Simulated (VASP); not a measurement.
Input of a VASP 6.6.1 run:

The input INCAR:

```
ALGO = Normal
EDIFF = 1E-8
ENCUT = 520
GGA = PE
ISIF = 2
ISMEAR = -1
LASPH = True
LCHARG = False
LEFG = True
LREAL = False
LWAVE = False
NBANDS = 11
NELM = 100
PREC = Accurate
SIGMA = 0.08
```

KPOINTS

```
k-points
0
Gamma
  12 12 12
```

Contents of POSCAR:

```
Si
1.0
    0.0000000000      2.7599938150      2.7599938150
    2.7599938150      0.0000000000      2.7599938150
    2.7599938150      2.7599938150      0.0000000000
Si
2
Direct
    0.5000000000      0.5000000000      0.5000000000
    0.7500000000      0.7500000000      0.7500000000
```

Potentials or basis: VASP PAW PBE potentials, release 64 (Si).

Launch:

```console
$ cat potpaw_PBE.64/Si/POTCAR > POTCAR
$ mpirun -np 1 vasp_std > vasp.out
```

Task: Predict the band gap on the k mesh.

Result: 0.66 eV, indirect (least direct gap 2.52 eV).

Task: What does it give for the pressure?

Result: -2.3 GPa.

Caveat: without QUAD_EFG the Cq values of the log hold for a quadrupole moment of 1 mb, not for the nuclei. A k mesh can miss the band edges.
